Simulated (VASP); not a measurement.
# GaSb (I-4m2) in VASP: notebook

The runs below take GaSb through single point, with PBE0, HF.

All numbers are computed with VASP 6.6.1; they aren't measurements. Logs are shortened: lines on timing, memory, paths and dates and some standing lists are left out, and cuts for length are marked.

## 1. The cell of the first run

It takes space group I-4m2 (No. 119, tetragonal). Conventional cell: a = 5.432 Å, b = 5.432 Å, c = 3.138 Å, α = 90.00°, β = 90.00°, γ = 90.00°. Within 3.7 Å of Sb (site symmetry -4m2) lie 8 Ga at 2.83 to 3.59 Å and 2 Sb at 3.14 Å. Within 3.7 Å of Ga (site symmetry -4m2) lie 8 Sb at 2.83 to 3.59 Å and 2 Ga at 3.14 Å.

## 2. Single point, PBE0

The input, POSCAR:

```
GaSb
1.0
   -2.7162208707      2.7162208707      1.5692083240
    2.7162208707     -2.7162208707      1.5692083240
    2.7162208707      2.7162208707     -1.5692083240
Sb Ga
1 1
Direct
    0.0000000000      0.0000000000      0.0000000000
    0.7500000000      0.2500000000      0.5000000000
```

The input, INCAR.step1:

```
PREC = Accurate
ENCUT = 520
EDIFF = 1E-5
ISMEAR = -1
SIGMA = 0.05
LREAL = False
LASPH = True
NELM = 100
ALGO = Normal
ISIF = 2
LWAVE = True
LCHARG = False
NBANDS = 16
GGA = PE
KPAR = 4
```

The input, INCAR.step2:

```
PREC = Accurate
ENCUT = 520
EDIFF = 1E-6
ISMEAR = -1
SIGMA = 0.05
LREAL = False
LASPH = True
NELM = 100
ALGO = Normal
ISIF = 2
LWAVE = False
LCHARG = False
GGA = PE
LHFCALC = True
AEXX = 0.25
PRECFOCK = Normal
NBANDS = 16
ISTART = 1
KPAR = 4
```

The input, KPOINTS:

```
regular mesh
0
Gamma
  6 6 6
```

Potentials or basis: VASP PAW PBE potentials, release 64 (Sb, Ga_d).

Started as:

```bash
cat potpaw_PBE.64/Sb/POTCAR potpaw_PBE.64/Ga_d/POTCAR > POTCAR
cp INCAR.step1 INCAR
mpirun -np 4 vasp_std > vasp.out
cp INCAR.step2 INCAR
mpirun -np 4 vasp_std > vasp.out
```

OUTCAR:

```text
PREC = Accurate
   ENCUT = 520
   EDIFF = 1E-6
   ISMEAR = -1
   LREAL = False
   LASPH = True
   NELM = 100
   ISIF = 2
   GGA = PE
   LHFCALC = True
   AEXX = 0.25
   PRECFOCK = Normal
   ISTART = 1

 ion  position               nearest neighbor table
   1  0.000  0.000  0.000-   2 2.83   2 2.83   2 2.83   2 2.83
   2  0.750  0.250  0.500-   1 2.83   1 2.83   1 2.83   1 2.83

  LATTYP: Found a body centered tetragonal cell.
 ALAT       =     5.4324417414
 C/A-ratio  =     0.5777174975

  Lattice vectors:

 A1 = (  -2.7162208707,   2.7162208707,   1.5692083240)
 A2 = (   2.7162208707,  -2.7162208707,   1.5692083240)
 A3 = (   2.7162208707,   2.7162208707,  -1.5692083240)

Analysis of symmetry for initial positions (statically):
=====================================================================
 Subroutine PRICEL returns:
 Original cell was already a primitive cell.

 Routine SETGRP: Setting up the symmetry group for a
 body centered tetragonal supercell.

 Subroutine GETGRP returns: Found  8 space group operations
 (whereof  8 operations were pure point group operations)
 out of a pool of 16 trial point group operations.

The static configuration has the point symmetry D_2d.

Analysis of symmetry for dynamics (positions and initial velocities):
=====================================================================
 Subroutine PRICEL returns:
 Original cell was already a primitive cell.

 Routine SETGRP: Setting up the symmetry group for a
 body centered tetragonal supercell.

 Subroutine GETGRP returns: Found  8 space group operations
 (whereof  8 operations were pure point group operations)
 out of a pool of 16 trial point group operations.

The dynamic configuration has the point symmetry D_2d.

 Subroutine INISYM returns: Found  8 space group operations
 (whereof  8 operations are pure point group operations),
 and found     1 'primitive' translations

----------------------------------------------------------------------------------------

                                     Primitive cell

  volume of cell :      46.3096

  direct lattice vectors                    reciprocal lattice vectors
    -2.716220871  2.716220871  1.569208324     0.000000000  0.184079287  0.318632008
     2.716220871 -2.716220871  1.569208324     0.184079287  0.000000000  0.318632008
     2.716220871  2.716220871 -1.569208324     0.184079287  0.184079287  0.000000000

  length of vectors
     4.149473027  4.149473027  4.149473027     0.367983071  0.367983071  0.260327424

  position of ions in fractional coordinates (direct lattice)
     0.000000000  0.000000000  0.000000000
     0.750000000  0.250000000  0.500000000

  ion indices of the primitive-cell ions
   primitive index   ion index
                 1           1
                 2           2

----------------------------------------------------------------------------------------

 KPOINTS: regular mesh

Automatic generation of k-mesh.
 Grid dimensions read from file:
 generate k-points for:    6    6    6

 Generating k-lattice:

  Cartesian coordinates                     Fractional coordinates (reciprocal lattice)
     0.000000000  0.030679881  0.053105335     0.166666667 -0.000000000  0.000000000
     0.030679881  0.000000000  0.053105335    -0.000000000  0.166666667  0.000000000
     0.030679881  0.030679881  0.000000000     0.000000000  0.000000000  0.166666667

  Length of vectors
     0.061330512  0.061330512  0.043387904

  Shift w.r.t. Gamma in fractional coordinates (k-lattice)
     0.000000000  0.000000000  0.000000000

 Subroutine IBZKPT returns following result:
 ===========================================

 Found     30 irreducible k-points:

 Following reciprocal coordinates:
            Coordinates               Weight
  0.000000  0.000000  0.000000      1.000000
  0.166667  0.000000 -0.000000      8.000000
  0.333333  0.000000  0.000000      8.000000
  0.500000  0.000000 -0.000000      4.000000
  0.166667  0.166667 -0.000000      8.000000
  0.333333  0.166667  0.000000     16.000000
[... 16 lines left out ...]
 -0.333333 -0.333333  0.166667      8.000000
 -0.166667 -0.333333  0.166667      8.000000
 [... further k-points ...]
   k-points           NKPTS =     30   k-points in BZ     NKDIM =    216   number of bands    NBANDS=     16
   number of dos      NEDOS =    301   number of ions     NIONS =      2
   total plane-waves  NPLWV =  32768
   dimension x,y,z NGX =    32 NGY =   32 NGZ =   32
   dimension x,y,z NGXF=    64 NGYF=   64 NGZF=   64
   ions per type =               1   1
   NGX,Y,Z   is equivalent  to a cutoff of  12.82, 12.82, 12.82 a.u.
   NGXF,Y,Z  is equivalent  to a cutoff of  25.64, 25.64, 25.64 a.u.
 SYSTEM =  unknown system
   PREC   = accura    normal or accurate (medium, high low for compatibility)
   ISTART =      1    job   : 0-new  1-cont  2-samecut
   ICHARG =      0    charge: 1-file 2-atom 10-const
   ISPIN  =      1    spin polarized calculation?
   LNONCOLLINEAR =      F non collinear calculations
   LSORBIT =      F    spin-orbit coupling
   LASPH  =      T    aspherical Exc in radial PAW
   ENCUT  =  520.0 eV  38.22 Ry    6.18 a.u.   7.72  7.72  7.72*2*pi/ulx,y,z
   NELM   =    100;   NELMIN=  2; NELMDL=  0     # of ELM steps
   EDIFF  = 0.1E-05   stopping-criterion for ELM
   LREAL  =      F    real-space projection
   EDIFFG = 0.1E-04   stopping-criterion for IOM
   NSW    =      0    number of steps for IOM
   IBRION =     -1    ionic relax: 0-MD 1-quasi-New 2-CG
   NFREE  =      0    steps in history (QN), initial steepest desc. (CG)
   ISIF   =      2    stress and relaxation
   ISYM   =      3    0-nonsym 1-usesym 2-fastsym
   POTIM  = 0.5000    time-step for ionic-motion
   TEBEG  =    0.0;   TEEND  =   0.0 temperature during run
   PSTRESS=    0.0 pullay stress
   NELECT =      18.0000    total number of electrons
   NUPDOWN=      -1.0000    fix difference up-down
   EMIN   =  10.00;   EMAX   =-10.00  energy-range for DOS
   EFERMI =   0.00;   METHOD = LEGACY
   ISMEAR =    -1;   SIGMA  =   0.05  broadening in eV -4-tet -1-fermi 0-gaus
   EFERMI_NEDOS =   21; number of points for ismear=-14 and -15
   IALGO  =     38    algorithm
   IMIX   =      1    mixing-type and parameters
     AMIX     =   0.40;   BMIX     =  1.00
     AMIX_MAG =   1.60;   BMIX_MAG =  1.00
  volume/ion in A,a.u.               =      23.15       156.26
  Fermi-wavevector in a.u.,A,eV,Ry     =   1.194746  2.257742 19.421186  1.427417
  Thomas-Fermi vector in A             =   2.330728
   LORBIT       =      0    0 simple, 1 ext, 2 COOP (PROOUT), +10 PAW based schemes
   GGA     = PE    functional components
   LHFCALC =     T    Hartree Fock is set to
   PRECFOCK=normal    Normal, Fast or Accurate (Low or Medium for compatibility)
   ENCUT4O =  -1.0   cutoff for four orbital integrals eV
   NKREDX  =     1    reduce k-point grid by
   NKREDY  =     1    reduce k-point grid by
   NKREDZ  =     1    reduce k-point grid by
   AEXX    =    0.2500 exact exchange contribution
   HFSCREEN=    0.0000 screening length (either q_TF or 0.3 A-1)
   HFSCREENC=   0.0000 screening length for correlation (either q_TF or 0.3 A-1)
   ENCUTFOCK=  -1.0 apply spherical cutoff to Coloumb kernel
   IVDW    =     0    specifies the selected vdW correction
   LEPSILON=     F    determine dielectric tensor
   LRPA    =     F    only Hartree local field effects (RPA)
 non-spin polarized calculation
  energy-cutoff  :      520.00
  volume of cell :       46.31
 maximum number of plane-waves:      1269
  NGX = 24; NGY = 24; NGZ = 24

 number of electron      18.0000015 magnetization

 Free energy of the ion-electron system (eV)
  ---------------------------------------------------
  ext. energy  EPLUGINS =         0.00000000
  ---------------------------------------------------
  free energy    TOTEN  =        -9.15967057 eV

  energy without entropy =       -9.15453745  energy(sigma->0) =       -9.15710401

 E-fermi :   7.1037     XC(G=0):  -8.2316

 val. band max:        7.0768034387   @ k =   0.3333   0.1667   0.0000
 cond. band min:       7.7224569465   @ k =  -0.3333   0.3333   0.1667
 fundamental gap:      0.6456535078
 Fermi energy:         7.1037069165

 k-point     1 :       0.0000    0.0000    0.0000
  band No.  band energies     occupation
      1     -11.3761      2.00000
      2     -11.2836      2.00000
      3     -11.2662      2.00000
      4     -11.2559      2.00000
      5     -11.2559      2.00000
      6      -7.2206      2.00000
[... 8 lines left out ...]
     15      17.9876      0.00000
     16      18.8773      0.00000

 k-point     2 :       0.1667    0.0000   -0.0000
  band No.  band energies     occupation
      1     -11.3410      2.00000
      2     -11.2872      2.00000
      3     -11.2718      2.00000
      4     -11.2701      2.00000
      5     -11.2596      2.00000
      6      -6.6111      2.00000
[... 8 lines left out ...]
     15      16.4640      0.00000
     16      17.7687      0.00000

 k-point     3 :       0.3333    0.0000    0.0000
  band No.  band energies     occupation
      1     -11.3091      2.00000
      2     -11.3023      2.00000
      3     -11.2894      2.00000
      4     -11.2662      2.00000
      5     -11.2476      2.00000
      6      -4.8263      2.00000
[... 8 lines left out ...]
     15      15.2283      0.00000
     16      19.1882      0.00000

 k-point     4 :       0.5000    0.0000   -0.0000
  band No.  band energies     occupation
      1     -11.3238      2.00000
      2     -11.3177      2.00000
      3     -11.2928      2.00000
      4     -11.2415      2.00000
      5     -11.2312      2.00000
      6      -2.8476      2.00000
[... 8 lines left out ...]
     15      18.6578      0.00000
     16      19.2708      0.00000
[... 324 lines left out ...]
 k-point    22 :      -0.1667    0.5000    0.1667
  band No.  band energies     occupation
      1     -11.3176      2.00000
      2     -11.3011      2.00000
      3     -11.2968      2.00000
      4     -11.2643      2.00000
      5     -11.2400      2.00000
      6      -3.4460      2.00000
[... 8 lines left out ...]
     15      19.6143      0.00000
     16      19.6220      0.00000

 k-point    23 :      -0.3333   -0.3333    0.1667
  band No.  band energies     occupation
      1     -11.3197      2.00000
      2     -11.3015      2.00000
      3     -11.2974      2.00000
      4     -11.2653      2.00000
      5     -11.2387      2.00000
      6      -2.9815      2.00000
[... 8 lines left out ...]
     15      19.3821      0.00000
     16      19.7357      0.00000

 k-point    24 :      -0.1667   -0.3333    0.1667
  band No.  band energies     occupation
      1     -11.3182      2.00000
      2     -11.3162      2.00000
      3     -11.2991      2.00000
      4     -11.2425      2.00000
      5     -11.2342      2.00000
      6      -3.2296      2.00000
[... 8 lines left out ...]
     15      18.3302      0.00000
     16      20.6313      0.00000

 [... further k-points ...]

------------------------ aborting loop because EDIFF is reached ----------------------------------------

  FORCE on cell =-STRESS in cart. coord.  units (eV):
  Direction    XX          YY          ZZ          XY          YZ          ZX
  --------------------------------------------------------------------------------------
  -------------------------------------------------------------------------------------
  Total        0.3851201      0.3851201     -0.6908901      0.0000000      0.0000000      0.0000000
  in kB       13.3240420     13.3240420    -23.9028013      0.0000000      0.0000000      0.0000000
  external PRESSURE =       0.9150943 kB  Pullay stress =       0.0000000 kB

 VOLUME and BASIS-vectors are now :
 -----------------------------------------------------------------------------
  energy-cutoff  :      520.00
  volume of cell :       46.31
      direct lattice vectors                 reciprocal lattice vectors
    -2.716220871  2.716220871  1.569208324     0.000000000  0.184079287  0.318632008
     2.716220871 -2.716220871  1.569208324     0.184079287  0.000000000  0.318632008
     2.716220871  2.716220871 -1.569208324     0.184079287  0.184079287  0.000000000

 POSITION                                       TOTAL-FORCE (eV/Angst)
 -----------------------------------------------------------------------------------
      0.00000      0.00000      0.00000         0.000000      0.000000     -0.000000
     -0.00000      2.71622      0.78460        -0.000000     -0.000000      0.000000
 -----------------------------------------------------------------------------------
    total drift:                                0.000000      0.000002      0.000001

  FREE ENERGIE OF THE ION-ELECTRON SYSTEM (eV)
  ---------------------------------------------------
  free  energy   TOTEN  =        -9.1596705687 eV

  energy  without entropy=       -9.1545374536  energy(sigma->0) =       -9.15710401
```

It took 25 min on 4 MPI ranks of AMD EPYC 7R13 (Zen 3), shared host; peak memory 0.19 GiB.

What came out:

| Quantity | Value |
| --- | --- |
| Free energy | -9.1597 eV |
| Pressure | 0.1 GPa |
| Band gap on the k mesh | zero (bands 9 and 10 overlap by 6.25 eV) |

Stress tensor (GPa, compression positive):
```
 1.33  0.00  0.00
 0.00  1.33  0.00
 0.00  0.00 -2.39
```

Caveat: the k points lie up to 0.39 Å⁻¹ apart, too coarse for converged energies and pressures of a metal; the PAW data sets were made with another functional, which shifts forces and pressure a little; spin-orbit coupling is left out, which moves the levels of the heavy elements.

## 3. Single point, HF

This run uses another cell than the first one, of 25.75 Å³/atom.

The input, POSCAR:

```
GaSb
1.0
   -2.7839037893      2.7839037893      1.6613080915
    2.7839037893     -2.7839037893      1.6613080915
    2.7839037893      2.7839037893     -1.6613080915
Sb Ga
1 1
Direct
    0.0000000000      0.0000000000      0.0000000000
    0.7500000000      0.2500000000      0.5000000000
```

The input, INCAR.step1:

```
ALGO = Normal
EDIFF = 1E-5
ENCUT = 520
GGA = PE
ISIF = 2
ISMEAR = -1
LASPH = True
LCHARG = False
LREAL = False
LWAVE = True
NBANDS = 16
NELM = 60
PREC = Accurate
SIGMA = 0.05
```

The input, INCAR.step2:

```
AEXX = 1.0
AGGAC = 0.0
ALDAC = 0.0
ALGO = Normal
EDIFF = 1E-6
ENCUT = 520
GGA = PE
ISIF = 2
ISMEAR = -1
ISTART = 1
LASPH = True
LCHARG = False
LHFCALC = True
LREAL = False
LWAVE = False
NBANDS = 16
NELM = 60
PREC = Accurate
PRECFOCK = Normal
SIGMA = 0.05
```

The input, KPOINTS:

```
k-points
0
Gamma
  5 5 5
```

Potentials or basis: VASP PAW PBE potentials, release 64 (Sb, Ga_d).

Started as:

```bash
cat potpaw_PBE.64/Sb/POTCAR potpaw_PBE.64/Ga_d/POTCAR > POTCAR
cp INCAR.step1 INCAR
mpirun -np 1 vasp_std > vasp.out
cp INCAR.step2 INCAR
mpirun -np 1 vasp_std > vasp.out
```

Wall time 83 min (1 thread of Intel Xeon Platinum 8375C at 2.90GHz (Ice Lake), shared host); peak memory 0.2 GiB.

The run converged. Its results:

* Free energy: -37.3558 eV
* Pressure: -23.7 GPa
* Band gap on the k mesh: zero (bands 9 and 10 overlap by 4.09 eV)

Stress tensor (GPa, compression positive):
```
-39.51   0.00   0.00
  0.00 -39.51   0.00
  0.00   0.00   7.92
```

Levels at points of the mesh, in eV from the Fermi level:
```
           k point  band 7  band 8  band 9  band 10  band 11  band 12
(0.00, 0.00, 0.00)   -5.87   -5.87    1.99     3.56     9.58    10.96
```

Caveat: the k points lie up to 0.44 Å⁻¹ apart, too coarse for converged energies and pressures of a metal; the PAW data sets were made with another functional, which shifts forces and pressure a little; spin-orbit coupling is left out, which moves the levels of the heavy elements.
